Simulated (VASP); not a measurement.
Write the native input for VASP 6.6.1 that does the following.

| Quantity | Value |
| --- | --- |
| Task | single point |
| Functional | PBE |
| Dispersion | D3(BJ) |
| Potentials or basis | VASP PAW PBE potentials, release 64 (C) |
| Cutoff | 520 eV |
| k mesh | 18 × 18 × 18 |
| Occupations | gaussian, width 0.03 eV |
| Spin | no spin polarisation |
| Dipole correction | no |
| Further INCAR settings | ALGO = Normal; EDIFF = 1e-07; NBANDS = 11 |

The structure of C lies in POSCAR:

```
C
1.0
    0.0000000000      2.2569510716      3.4338090368
    1.2458162597      0.0000000000      3.4338090368
    1.2458162597      2.2569510716      0.0000000000
C
2
Direct
    0.1666966007      0.8333033993      0.1666966007
    0.8333033993      0.1666966007      0.8333033993
```

These files were run (other wordings do the same):

INCAR

```
SYSTEM = C
PREC     = Accurate       ! precision mode
ENCUT    = 520            ! plane-wave cutoff, eV
EDIFF    = 1E-7           ! SCF threshold, eV
ISMEAR   = 0              ! smearing method
SIGMA    = 0.03           ! smearing width, eV
LREAL    = .FALSE.        ! projectors in reciprocal space
LASPH    = .TRUE.         ! aspherical terms in the spheres
NELM     = 100            ! most SCF steps
ALGO     = Normal         ! electronic algorithm
ISIF     = 2              ! what is computed and relaxed
LWAVE    = .FALSE.        ! write WAVECAR
LCHARG   = .FALSE.        ! write CHGCAR
GGA      = PE             ! functional
IVDW     = 12             ! dispersion correction
NBANDS   = 11             ! bands
```

KPOINTS

```
Automatic mesh
0
G
  18 18 18
  0 0 0
```

Potentials or basis: VASP PAW PBE potentials, release 64 (C).

The run is started by

```bash
$ cat potpaw_PBE.64/C/POTCAR > POTCAR
$ mpirun -np 1 vasp_std > vasp.out
```

Results of the run:

```
Pressure                   : -23.3 GPa
Largest force              : 0.119 eV/Å
Dispersion energy per atom : -0.147 eV
```

Caveat: the cell stands under tension.

Run time: 63 s on 1 thread of Intel(R) Xeon(R) 6975P-C (Granite Rapids), on a shared host, peak memory 0.27 GiB.
